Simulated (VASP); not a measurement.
Runs of VASP 6.6.1 on Pt. The structure is that of space group Fm-3m (No. 225), or close to it. The cells are those of the table. 

```tsv
cell	gap on the mesh (eV)	pressure (GPa)
a = 2.859 Å, angles 60.0°, 1 atom	none	(b)
a = 2.725 Å, angles 60.0°, 1 atom	none	11.1
a = 2.668 Å, angles 60.0°, 1 atom	none	38.5
a = 2.833 Å, angles 60.0°, 1 atom	none	-20.4
a = 2.728, b = 2.728, c = 2.642 Å, angles 61.0, 61.0, 57.9°, 1 atom	none	(a)
```

Alike in all rows: task single point; level LDA; potentials or basis VASP PAW LDA potentials, release 64 (Pt); no spin polarisation; k mesh 22 × 22 × 22; cutoff (eV) 520; smearing gaussian 0.15 eV.

Fill in the values left out.

(a) 24.2; (b) -25.1.

Caveats: spin-orbit coupling is left out, which moves the levels of the heavy elements; the cell stands under pressure (at least some runs); the cell stands under tension (at least some runs).

A k mesh can miss the band edges, and the runs leave out spin-orbit coupling on Pt.

A gap of «none» marks levels without a gap at the run's occupations.
